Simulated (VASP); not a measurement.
# Mo4C3 (F-43m) in VASP: notebook, part 2 of 2

VASP 6.6.1.

## Step 3: Single point, PBE

This run uses another cell than the first one, of 24.26 Å³/atom.

INCAR

```
PREC = Accurate
ENCUT = 520
EDIFF = 1E-6
ISMEAR = 0
SIGMA = 0.1
LREAL = F
LASPH = T
NELM = 60
ALGO = Normal
ISIF = 2
LWAVE = F
LCHARG = T
GGA = PE
LELF = T
LVHAR = T
NBANDS = 43
```

KPOINTS

```
Automatic mesh
0
Gamma
  4 4 4
```

POSCAR

```
Mo4C3
1.0
    0.0000000000      4.3951286673      4.3951286673
    4.3951286673      0.0000000000      4.3951286673
    4.3951286673      4.3951286673      0.0000000000
Mo C
4 3
Direct
    0.8740643453      0.8740643453      0.8740643453
    0.8740643453      0.8740643453      0.3778069642
    0.8740643453      0.3778069642      0.8740643453
    0.3778069642      0.8740643453      0.8740643453
    0.7500000000      0.7500000000      0.7500000000
    0.5000000000      0.5000000000      0.5000000000
    0.0000000000      0.0000000000      0.0000000000
```

Potentials or basis: VASP PAW PBE potentials, release 64 (Mo_sv, C).

On the command line:

```console
cat potpaw_PBE.64/Mo_sv/POTCAR potpaw_PBE.64/C/POTCAR > POTCAR
mpirun -np 1 vasp_std > vasp.out
```

Run time: 34 s. Hardware: 1 thread of Intel Xeon 6975P-C (Granite Rapids), shared host; peak memory 0.33 GiB.

The run converged. Its results:

```yaml
Free_energy: -51.3272 eV
Pressure: 0.2 GPa
Band_gap_on_the_k_mesh: zero (bands 34 and 35 overlap by 0.15 eV)
```

Forces on the atoms (eV/Å):
```
Mo   0.001  0.001  0.001
Mo  -0.001 -0.001  0.001
Mo  -0.001  0.001 -0.001
Mo   0.001 -0.001 -0.001
C    0.000  0.000  0.000
C    0.000  0.000  0.000
C    0.000  0.000  0.000
```

Levels at points of the mesh, in eV from the Fermi level:
```tsv
k point	band 30	band 31	band 32	band 33	band 34	band 35	band 36	band 37	band 38	band 39
(0.00, 0.00, 0.00)	-1.04	-1.04	-0.46	-0.46	-0.46	0.82	0.82	0.82	0.93	0.93
(0.50, 0.00, 0.00)	-0.87	-0.67	-0.22	-0.22	-0.20	0.04	0.04	0.83	0.83	0.90
(0.50, 0.50, 0.00)	-0.77	-0.40	-0.32	-0.25	-0.25	-0.20	0.38	0.38	0.90	0.96
```

## Step 4: Single point, PBE

This run uses another cell than the first one, of 24.29 Å³/atom.

INCAR

```
  PREC = Accurate
  ENCUT = 520
  EDIFF = 1E-7
  ISMEAR = 0
  SIGMA = 0.2
  LREAL = F
  LASPH = T
  NELM = 100
  ALGO = Normal
  ISIF = 2
  LWAVE = F
  LCHARG = F
  GGA = PE
  NBANDS = 43
```

KPOINTS

```
regular mesh
0
Gamma
  4 4 4
```

POSCAR

```
Mo4C3
1.0
    0.0000000000      4.3971509759      4.3971509759
    4.3971509759      0.0000000000      4.3971509759
    4.3971509759      4.3971509759      0.0000000000
Mo C
4 3
Direct
    0.1259571448      0.6221285655      0.1259571448
    0.1259571448      0.1259571448      0.1259571448
    0.6221285655      0.1259571448      0.1259571448
    0.1259571448      0.1259571448      0.6221285655
    0.2500000000      0.2500000000      0.2500000000
    0.5000000000      0.5000000000      0.5000000000
    0.0000000000      0.0000000000      0.0000000000
```

Potentials or basis: VASP PAW PBE potentials, release 64 (Mo_sv, C).

On the command line:

```console
cat potpaw_PBE.64/Mo_sv/POTCAR potpaw_PBE.64/C/POTCAR > POTCAR
mpirun -np 1 vasp_std > vasp.out
```

OUTCAR:

```text
PREC = Accurate
   ENCUT = 520
   EDIFF = 1E-7
   ISMEAR = 0
   LREAL = F
   LASPH = T
   NELM = 100
   ISIF = 2
   GGA = PE

 ion  position               nearest neighbor table
   1  0.126  0.622  0.126-   5 1.89   7 1.92   4 3.09   2 3.09   3 3.09   4 3.13   2 3.13   3 3.13

   2  0.126  0.126  0.126-   5 1.89   7 1.92   4 3.09   1 3.09   3 3.09   4 3.13   1 3.13   3 3.13

   3  0.622  0.126  0.126-   5 1.89   7 1.92   4 3.09   1 3.09   2 3.09   1 3.13   2 3.13   4 3.13

   4  0.126  0.126  0.622-   5 1.89   7 1.92   3 3.09   1 3.09   2 3.09   2 3.13   1 3.13   3 3.13

   5  0.250  0.250  0.250-   1 1.89   3 1.89   4 1.89   2 1.89
[... 561 lines left out ...]
  Total        0.1759393      0.1759393      0.1759393      0.0000000      0.0000000      0.0000000
  in kB        1.6577889      1.6577889      1.6577889      0.0000000      0.0000000      0.0000000
  external PRESSURE =       1.6577889 kB  Pullay stress =       0.0000000 kB

 VOLUME and BASIS-vectors are now :
 -----------------------------------------------------------------------------
  energy-cutoff  :      520.00
  volume of cell :      170.04
      direct lattice vectors                 reciprocal lattice vectors
     0.000000000  4.397150976  4.397150976    -0.113709991  0.113709991  0.113709991
     4.397150976  0.000000000  4.397150976     0.113709991 -0.113709991  0.113709991
     4.397150976  4.397150976  0.000000000     0.113709991  0.113709991 -0.113709991

 POSITION                                       TOTAL-FORCE (eV/Angst)
 -----------------------------------------------------------------------------------
      3.28945      1.10771      3.28945         0.030084     -0.030084      0.030084
      1.10771      1.10771      1.10771        -0.030084     -0.030084     -0.030084
      1.10771      3.28945      3.28945        -0.030084      0.030084      0.030084
      3.28945      3.28945      1.10771         0.030084      0.030084     -0.030084
      2.19858      2.19858      2.19858        -0.000000     -0.000000     -0.000000
      4.39715      4.39715      4.39715        -0.000000     -0.000000     -0.000000
      0.00000      0.00000      0.00000        -0.000000     -0.000000     -0.000000
 -----------------------------------------------------------------------------------
    total drift:                                0.000002      0.000002      0.000002

  FREE ENERGIE OF THE ION-ELECTRON SYSTEM (eV)
  ---------------------------------------------------
  free  energy   TOTEN  =       -51.3732153899 eV

  energy  without entropy=      -51.2409999083  energy(sigma->0) =      -51.30710765
```

It took 41 s on 1 thread of Intel Xeon 6975P-C (Granite Rapids), shared host; peak memory 0.33 GiB.

Results:

* Free energy: -51.3732 eV
* Pressure: 0.2 GPa
* Largest force: 0.052 eV/Å
* Band gap on the k mesh: zero (bands 34 and 35 overlap by 0.15 eV)

Forces on the atoms (eV/Å):
```
Mo   0.030 -0.030  0.030
Mo  -0.030 -0.030 -0.030
Mo  -0.030  0.030  0.030
Mo   0.030  0.030 -0.030
C    0.000  0.000  0.000
C    0.000  0.000  0.000
C    0.000  0.000  0.000
```

Levels at points of the mesh, in eV from the Fermi level:
| k point | band 32 | band 33 | band 34 | band 35 | band 36 | band 37 |
| --- | --- | --- | --- | --- | --- | --- |
| (0.00, 0.00, 0.00) | -0.49 | -0.49 | -0.49 | 0.78 | 0.78 | 0.78 |
| (0.50, 0.00, 0.00) | -0.25 | -0.25 | -0.24 | 0.01 | 0.01 | 0.80 |
| (0.50, 0.50, 0.00) | -0.34 | -0.28 | -0.28 | -0.23 | 0.35 | 0.35 |

## Step 5: The runs side by side

```csv
cell,smearing,gap on the mesh (eV),pressure (GPa),largest force (eV/Å)
"a = 5.496 Å, angles 60.0°, 7 atoms, atomic positions A",gaussian 0.1 eV,-,82.2,14.59
"a = 6.216 Å, angles 60.0°, 7 atoms, atomic positions B",gaussian 0.1 eV,none,0.2,-
"a = 6.219 Å, angles 60.0°, 7 atoms, atomic positions B",gaussian 0.2 eV,none,0.2,0.05
```

Alike in all rows: task single point; level PBE; potentials or basis VASP PAW PBE potentials, release 64 (Mo_sv, C); no spin polarisation; k mesh 4 × 4 × 4; cutoff (eV) 520.

Caveats: atoms lie so close that the PAW spheres overlap strongly, which falsifies energies and pressures (at least some runs); the cell stands under pressure (at least some runs); forces of over 1 eV/Å act on the atoms, so gaps and moduli don't describe the material at rest (at least some runs).

Total energies depend on the potentials used, so only differences within one code and one set of settings carry meaning.
